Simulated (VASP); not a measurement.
# PbS (rocksalt type) (Fm-3m) in VASP: a series of runs, part 2 of 2

VASP 6.6.1.

## (3) Relaxation of cell and atoms, PBE, target pressure 40 GPa, at which the enthalpy is minimised

Contents of INCAR:

```
SYSTEM = PbS
PREC = Accurate
ENCUT = 600
EDIFF = 1E-7
ISMEAR = -1
SIGMA = 0.1
LREAL = .FALSE.
LASPH = .TRUE.
NELM = 60
ALGO = Normal
ISIF = 3
LWAVE = .FALSE.
LCHARG = .FALSE.
GGA = PE
IBRION = 2
NSW = 60
EDIFFG = -0.005
PSTRESS = 400.0
```

Contents of KPOINTS:

```
regular mesh
0
G
  14 14 14
  0 0 0
```

Contents of POSCAR:

```
PbS
1.0
    0.0000000000      2.6674415536      2.6674415536
    2.6674415536      0.0000000000      2.6674415536
    2.6674415536      2.6674415536      0.0000000000
Pb S
1 1
Direct
    0.0000000000      0.0000000000      0.0000000000
    0.5000000000      0.5000000000      0.5000000000
```

Potentials or basis: VASP PAW PBE potentials, release 64 (Pb_d, S).

Started as:

```sh
> cat potpaw_PBE.64/Pb_d/POTCAR potpaw_PBE.64/S/POTCAR > POTCAR
> mpirun -np 1 vasp_std > vasp.out
```

OUTCAR:

```text
SYSTEM = PbS
   PREC = Accurate
   ENCUT = 600
   EDIFF = 1E-7
   ISMEAR = -1
   LREAL = .FALSE.
   LASPH = .TRUE.
   NELM = 60
   ISIF = 3
   GGA = PE
   IBRION = 2
   NSW = 60
   EDIFFG = -0.005
   PSTRESS = 400.0

 ion  position               nearest neighbor table
   1  0.000  0.000  0.000-   2 2.67   2 2.67   2 2.67   2 2.67   2 2.67   2 2.67
   2  0.500  0.500  0.500-   1 2.67   1 2.67   1 2.67   1 2.67   1 2.67   1 2.67

  LATTYP: Found a face centered cubic cell.
 ALAT       =     5.3348831072

  Lattice vectors:

 A1 = (   0.0000000000,   2.6674415536,   2.6674415536)
 A2 = (   2.6674415536,   0.0000000000,   2.6674415536)
 A3 = (   2.6674415536,   2.6674415536,   0.0000000000)

Analysis of symmetry for initial positions (statically):
=====================================================================
 Subroutine PRICEL returns:
 Original cell was already a primitive cell.

 Routine SETGRP: Setting up the symmetry group for a
 face centered cubic supercell.

 Subroutine GETGRP returns: Found 48 space group operations
 (whereof 48 operations were pure point group operations)
 out of a pool of 48 trial point group operations.

The static configuration has the point symmetry O_h .

Analysis of symmetry for dynamics (positions and initial velocities):
=====================================================================
 Subroutine PRICEL returns:
 Original cell was already a primitive cell.

 Routine SETGRP: Setting up the symmetry group for a
 face centered cubic supercell.

 Subroutine GETGRP returns: Found 48 space group operations
 (whereof 48 operations were pure point group operations)
 out of a pool of 48 trial point group operations.

The dynamic configuration has the point symmetry O_h .

 Subroutine INISYM returns: Found 48 space group operations
 (whereof 48 operations are pure point group operations),
 and found     1 'primitive' translations

----------------------------------------------------------------------------------------

[... 133 lines left out ...]

 Free energy of the ion-electron system (eV)
  ---------------------------------------------------
  ext. energy  EPLUGINS =         0.00000000
  ---------------------------------------------------
  free energy    TOTEN  =        -7.28368756 eV

  energy without entropy =       -7.27735534  energy(sigma->0) =       -7.28052145

------------------------ aborting loop because EDIFF is reached ----------------------------------------

  FORCE on cell =-STRESS in cart. coord.  units (eV):
  Direction    XX          YY          ZZ          XY          YZ          ZX
  --------------------------------------------------------------------------------------
  -------------------------------------------------------------------------------------
  Total        9.3853725      9.3853725      9.3853725      0.0000000      0.0000000      0.0000000
  in kB      396.1387845    396.1387845    396.1387845      0.0000000      0.0000000      0.0000000
  external PRESSURE =      -3.8612155 kB  Pullay stress =     400.0000000 kB
[... 63 lines left out ...]
--------------------------------------- Ionic step        3  -------------------------------------------

 number of electron      20.0000001 magnetization

 Free energy of the ion-electron system (eV)
  ---------------------------------------------------
  ext. energy  EPLUGINS =         0.00000000
  ---------------------------------------------------
  free energy    TOTEN  =        -7.26444625 eV

  energy without entropy =       -7.25805931  energy(sigma->0) =       -7.26125278

 E-fermi :  10.5450     XC(G=0): -11.2859

 val. band max:       10.4394727984   @ k =  -0.4286   0.0714   0.0000
 cond. band min:      10.5716492843   @ k =  -0.4286   0.0714   0.0000
 fundamental gap:      0.1321764859
 Fermi energy:        10.5449776736

 k-point     1 :       0.0000    0.0000    0.0000
  band No.  band energies     occupation
      1      -6.9947      2.00000
      2      -6.9947      2.00000
      3      -6.9947      2.00000
      4      -6.9935      2.00000
      5      -6.9935      2.00000
      6      -6.3470      2.00000
      7       5.5260      2.00000
      8       6.7499      2.00000
      9       6.7499      2.00000
     10       6.7499      2.00000
     11      16.5060      0.00000
     12      16.5060      0.00000
     13      16.5060      0.00000
     14      16.9803      0.00000
[... 377 lines left out ...]
      1      -7.1906      2.00000
      2      -7.0175      2.00000
      3      -7.0053      2.00000
      4      -6.9305      2.00000
      5      -6.8971      2.00000
      6      -5.2651      2.00000
      7       2.2475      2.00000
      8       6.2472      2.00000
      9       6.5050      2.00000
     10       9.2357      2.00000
     11      12.2484      0.00000
     12      14.0782      0.00000
     13      14.8509      0.00000
     14      16.1841      0.00000

 [... further k-points ...]

------------------------ aborting loop because EDIFF is reached ----------------------------------------

  FORCE on cell =-STRESS in cart. coord.  units (eV):
  Direction    XX          YY          ZZ          XY          YZ          ZX
  --------------------------------------------------------------------------------------
  -------------------------------------------------------------------------------------
  Total        9.4583447      9.4583447      9.4583447      0.0000000      0.0000000     -0.0000000
  in kB      400.0349800    400.0349800    400.0349800      0.0000000      0.0000000     -0.0000000
  external PRESSURE =       0.0349800 kB  Pullay stress =     400.0000000 kB
[... 21 lines left out ...]
  energy  without entropy=       -7.2580593087  energy(sigma->0) =       -7.26125278

  enthalpy is  TOTEN    =         2.1930714215 eV   P V=        9.4575176716

 reached required accuracy - stopping structural energy minimisation
```

OSZICAR:

```text
N       E                     dE             d eps       ncg     rms          rms(c)
DAV:   1     0.171286158600E+03    0.17129E+03   -0.11177E+04  2918   0.185E+03
DAV:   2     0.578025510010E+01   -0.16551E+03   -0.16197E+03  3062   0.408E+02
[... 25 lines left out ...]
DAV:   3    -0.726444855427E+01    0.55457E-03   -0.22297E-03  3674   0.105E+00    0.249E-02
DAV:   4    -0.726444969368E+01   -0.11394E-05   -0.64634E-05  2912   0.880E-02    0.115E-02
DAV:   5    -0.726444628383E+01    0.34099E-05   -0.62277E-06  4146   0.302E-02    0.231E-03
DAV:   6    -0.726444572268E+01    0.56115E-06   -0.54506E-07  4382   0.103E-02    0.118E-03
DAV:   7    -0.726444631487E+01   -0.59219E-06   -0.10193E-07  2152   0.487E-03    0.428E-04
DAV:   8    -0.726444625004E+01    0.64824E-07   -0.19165E-08  1534   0.287E-03
   3 F= 0.21930714E+01 E0= 0.21962649E+01  d E =-.939611E-04
```

CONTCAR:

```text
PbS
   1.00000000000000
     0.0000000000000000    2.6656262241177497    2.6656262241177497
     2.6656262241177497    0.0000000000000000    2.6656262241177497
     2.6656262241177497    2.6656262241177497    0.0000000000000000
  Pb              S
     1     1
Direct
     0.0000000000000000    0.0000000000000000    0.0000000000000000
     0.5000000000000000    0.5000000000000000    0.5000000000000000

  0.00000000E+00  0.00000000E+00  0.00000000E+00
  0.00000000E+00  0.00000000E+00  0.00000000E+00
```

Run time: 3.8 min. Hardware: 1 thread of AMD EPYC 7R13, shared host; peak memory 0.2 GiB.

What came out:

* Free energy: -7.2644 eV
* Relaxed volume: 18.94 Å³/atom
* Relaxed cell: a = 3.770 Å, b = 3.770 Å, c = 3.770 Å, α = 60.00°, β = 60.00°, γ = 60.00°
* Space group after relaxing (to 0.1 Å): Fm-3m (No. 225)
* Energy change on relaxing (the run minimises the enthalpy): +9.6 meV/atom
* Ionic steps: 3
* Pressure after relaxing: 40.0 GPa
* Band gap on the k mesh: 0.13 eV

Step by step:
| step | energy change (eV) | largest force (eV/Å) | pressure (GPa) | volume (Å³) |
| --- | --- | --- | --- | --- |
| 1 | 0.0000 | 0.0000 | 39.61 | 37.96 |
| 2 | 0.0630 | 0.0000 | 40.89 | 37.71 |
| 3 | 0.0192 | 0.0000 | 40.00 | 37.88 |

Final structure:
```cif
data_structure
_symmetry_space_group_name_H-M 'P 1'
_symmetry_Int_Tables_number 1
_cell_length_a 3.7698
_cell_length_b 3.7698
_cell_length_c 3.7698
_cell_angle_alpha 60.000
_cell_angle_beta 60.000
_cell_angle_gamma 60.000
_cell_volume 37.88
loop_
_atom_site_label
_atom_site_type_symbol
_atom_site_fract_x
_atom_site_fract_y
_atom_site_fract_z
_atom_site_occupancy
Pb1 Pb 0.00000 0.00000 0.00000 1
S1 S 0.50000 0.50000 0.50000 1
```

Caveat: the cell is relaxed towards a set pressure, so the run minimises the enthalpy, not the energy; spin-orbit coupling is left out, which moves the levels of the heavy elements. A k mesh can miss the band edges.

## (4) Single point, PBE

Contents of INCAR:

```
SYSTEM = PbS
PREC     = Accurate       ! precision mode
ENCUT    = 520            ! plane-wave cutoff, eV
EDIFF    = 1E-7           ! SCF threshold, eV
ISMEAR   = -1             ! smearing method
SIGMA    = 0.1            ! smearing width, eV
LREAL    = .FALSE.        ! projectors in reciprocal space
LASPH    = .TRUE.         ! aspherical terms in the spheres
NELM     = 100            ! most SCF steps
ALGO     = Normal         ! electronic algorithm
ISIF     = 2              ! what is computed and relaxed
LWAVE    = .FALSE.        ! write WAVECAR
LCHARG   = .FALSE.        ! write CHGCAR
GGA      = PE             ! functional
NBANDS   = 17             ! bands
```

Contents of KPOINTS:

```
Automatic mesh
0
G
  14 14 14
  0 0 0
```

Contents of POSCAR:

```
PbS
1.0
    0.0000000000      2.6658114349      2.6658114349
    2.6658114349      0.0000000000      2.6658114349
    2.6658114349      2.6658114349      0.0000000000
Pb S
1 1
Direct
    0.0000000000      0.0000000000      0.0000000000
    0.5000000000      0.5000000000      0.5000000000
```

Potentials or basis: VASP PAW PBE potentials, release 64 (Pb_d, S).

Started as:

```sh
> cat potpaw_PBE.64/Pb_d/POTCAR potpaw_PBE.64/S/POTCAR > POTCAR
> mpirun -np 1 vasp_std > vasp.out
```

OUTCAR:

```text
SYSTEM = PbS
   PREC = Accurate
   ENCUT = 520
   EDIFF = 1E-7
   ISMEAR = -1
   LREAL = .FALSE.
   LASPH = .TRUE.
   NELM = 100
   ISIF = 2
   GGA = PE

 ion  position               nearest neighbor table
   1  0.000  0.000  0.000-   2 2.67   2 2.67   2 2.67   2 2.67   2 2.67   2 2.67
   2  0.500  0.500  0.500-   1 2.67   1 2.67   1 2.67   1 2.67   1 2.67   1 2.67

  LATTYP: Found a face centered cubic cell.
 ALAT       =     5.3316228698

  Lattice vectors:

 A1 = (   0.0000000000,   2.6658114349,   2.6658114349)
 A2 = (   2.6658114349,   0.0000000000,   2.6658114349)
 A3 = (   2.6658114349,   2.6658114349,   0.0000000000)

Analysis of symmetry for initial positions (statically):
=====================================================================
 Subroutine PRICEL returns:
 Original cell was already a primitive cell.

 Routine SETGRP: Setting up the symmetry group for a
 face centered cubic supercell.

 Subroutine GETGRP returns: Found 48 space group operations
 (whereof 48 operations were pure point group operations)
 out of a pool of 48 trial point group operations.

The static configuration has the point symmetry O_h .

Analysis of symmetry for dynamics (positions and initial velocities):
=====================================================================
 Subroutine PRICEL returns:
 Original cell was already a primitive cell.

 Routine SETGRP: Setting up the symmetry group for a
 face centered cubic supercell.

 Subroutine GETGRP returns: Found 48 space group operations
 (whereof 48 operations were pure point group operations)
 out of a pool of 48 trial point group operations.

The dynamic configuration has the point symmetry O_h .

 Subroutine INISYM returns: Found 48 space group operations
 (whereof 48 operations are pure point group operations),
 and found     1 'primitive' translations

----------------------------------------------------------------------------------------

                                     Primitive cell
[... 109 lines left out ...]
   IMIX   =      4    mixing-type and parameters
     AMIX     =   0.40;   BMIX     =  1.00
     AMIX_MAG =   1.60;   BMIX_MAG =  1.00
  volume/ion in A,a.u.               =      18.94       127.85
  Fermi-wavevector in a.u.,A,eV,Ry     =   1.323058  2.500216 23.816744  1.750481
  Thomas-Fermi vector in A             =   2.452693
   LORBIT       =      0    0 simple, 1 ext, 2 COOP (PROOUT), +10 PAW based schemes
   GGA     = PE    functional components
   LHFCALC =     F    Hartree Fock is set to
   AEXX    =    0.0000 exact exchange contribution
   IVDW    =     0    specifies the selected vdW correction
   LEPSILON=     F    determine dielectric tensor
   LRPA    =     F    only Hartree local field effects (RPA)
 non-spin polarized calculation
  energy-cutoff  :      520.00
  volume of cell :       37.89
 maximum number of plane-waves:      1034
   NGX = 13   NGY = 13   NGZ = 13

 number of electron      20.0000004 magnetization

 Free energy of the ion-electron system (eV)
  ---------------------------------------------------
  ext. energy  EPLUGINS =         0.00000000
  ---------------------------------------------------
  free energy    TOTEN  =        -7.26600667 eV

  energy without entropy =       -7.25962498  energy(sigma->0) =       -7.26281582

 E-fermi :  10.5417     XC(G=0): -11.2848

 val. band max:       10.4366053535   @ k =  -0.4286   0.0714   0.0000
 cond. band min:      10.5681651128   @ k =  -0.4286   0.0714   0.0000
 fundamental gap:      0.1315597594
 Fermi energy:        10.5416845574

 k-point     1 :       0.0000    0.0000    0.0000
  band No.  band energies     occupation
      1      -6.9971      2.00000
      2      -6.9971      2.00000
      3      -6.9971      2.00000
      4      -6.9959      2.00000
      5      -6.9959      2.00000
      6      -6.3480      2.00000
[... 457 lines left out ...]
      4      -6.9330      2.00000
      5      -6.8996      2.00000
      6      -5.2666      2.00000
[... 9 lines left out ...]
     16      19.5053      0.00000
     17      22.5843      0.00000

 [... further k-points ...]

------------------------ aborting loop because EDIFF is reached ----------------------------------------

  FORCE on cell =-STRESS in cart. coord.  units (eV):
  Direction    XX          YY          ZZ          XY          YZ          ZX
  --------------------------------------------------------------------------------------
  -------------------------------------------------------------------------------------
  Total        9.4335881      9.4335881      9.4335881      0.0000000      0.0000000      0.0000000
  in kB      398.9047595    398.9047595    398.9047595      0.0000000      0.0000000      0.0000000
  external PRESSURE =     398.9047595 kB  Pullay stress =       0.0000000 kB

 VOLUME and BASIS-vectors are now :
 -----------------------------------------------------------------------------
  energy-cutoff  :      520.00
  volume of cell :       37.89
      direct lattice vectors                 reciprocal lattice vectors
     0.000000000  2.665811435  2.665811435    -0.187560153  0.187560153  0.187560153
     2.665811435  0.000000000  2.665811435     0.187560153 -0.187560153  0.187560153
     2.665811435  2.665811435  0.000000000     0.187560153  0.187560153 -0.187560153

 POSITION                                       TOTAL-FORCE (eV/Angst)
 -----------------------------------------------------------------------------------
      0.00000      0.00000      0.00000         0.000000     -0.000000     -0.000000
      2.66581      2.66581      2.66581         0.000000      0.000000      0.000000
 -----------------------------------------------------------------------------------
    total drift:                               -0.000000      0.000000      0.000000

  FREE ENERGIE OF THE ION-ELECTRON SYSTEM (eV)
  ---------------------------------------------------
  free  energy   TOTEN  =        -7.2660066659 eV

  energy  without entropy=       -7.2596249780  energy(sigma->0) =       -7.26281582
```

OSZICAR:

```text
N       E                     dE             d eps       ncg     rms          rms(c)
DAV:   1     0.161961963149E+03    0.16196E+03   -0.10061E+04  3552   0.136E+03
DAV:   2     0.344947923017E+01   -0.15851E+03   -0.15299E+03  3787   0.337E+02
DAV:   3    -0.735355695132E+01   -0.10803E+02   -0.10702E+02  4757   0.923E+01
DAV:   4    -0.758501158517E+01   -0.23145E+00   -0.23124E+00  4440   0.137E+01
DAV:   5    -0.759262611525E+01   -0.76145E-02   -0.76137E-02  5221   0.249E+00    0.101E+01
DAV:   6    -0.727902858120E+01    0.31360E+00   -0.64419E-01  5427   0.851E+00    0.656E+00
DAV:   7    -0.726649217522E+01    0.12536E-01   -0.17153E-01  5103   0.266E+00    0.214E+00
DAV:   8    -0.726581390260E+01    0.67827E-03   -0.18152E-02  5084   0.164E+00    0.566E-01
DAV:   9    -0.726599758957E+01   -0.18369E-03   -0.10989E-03  4637   0.331E-01    0.207E-01
DAV:  10    -0.726599441756E+01    0.31720E-05   -0.21175E-04  5112   0.198E-01    0.261E-02
DAV:  11    -0.726600663126E+01   -0.12214E-04   -0.50768E-05  4986   0.862E-02    0.434E-02
DAV:  12    -0.726600658191E+01    0.49359E-07   -0.50811E-06  4055   0.163E-02    0.801E-03
DAV:  13    -0.726600666585E+01   -0.83947E-07   -0.47999E-07  4736   0.660E-03
   1 F= -.72660067E+01 E0= -.72628158E+01  d E =-.638169E-02
```

stdout:

```text
POSCAR found type information on POSCAR PbS
 POSCAR found :  2 types and       2 ions
 scaLAPACK will be used
 LDA part: xc-table for (Slater+PW92), standard interpolation
 POSCAR, INCAR and KPOINTS ok, starting setup
 FFT: planning ... GRIDC
 FFT: planning ... GRID_SOFT
 FFT: planning ... GRID
 WAVECAR not read
 entering main loop
```

Run time: 1.8 min. Hardware: 1 thread of Intel Xeon 8259CL, shared host; peak memory 0.2 GiB.

Results:

* Free energy: -7.2660 eV
* Pressure: 39.9 GPa
* Band gap on the k mesh: 0.13 eV

Caveat: the cell stands under pressure; spin-orbit coupling is left out, which moves the levels of the heavy elements. A k mesh can miss the band edges.

## (5) Summary

```csv
task,cell,cutoff (eV),gap on the mesh (eV),pressure (GPa)
relaxation of cell and atoms,"relaxed to 40 GPa from a = 3.770 Å, angles 60.0°, 2 atoms",600,0.13,40.0
relaxation of cell and atoms,"relaxed to 40 GPa from a = 3.772 Å, angles 60.0°, 2 atoms",600,0.13,40.0
single point,"a = 3.770 Å, angles 60.0°, 2 atoms",520,0.13,39.9
```

Alike in all rows: level PBE; potentials or basis VASP PAW PBE potentials, release 64 (Pb_d, S); no spin polarisation; k mesh 14 × 14 × 14; smearing fermi-dirac 0.1 eV.

Caveats: spin-orbit coupling is left out, which moves the levels of the heavy elements; the cell is relaxed towards a set pressure, so the run minimises the enthalpy, not the energy (at least some runs); the relaxation stopped at its first step, so nothing moved (at least some runs); the cell stands under pressure (at least some runs).

Absolute energies hang on the potentials; compare differences alone.
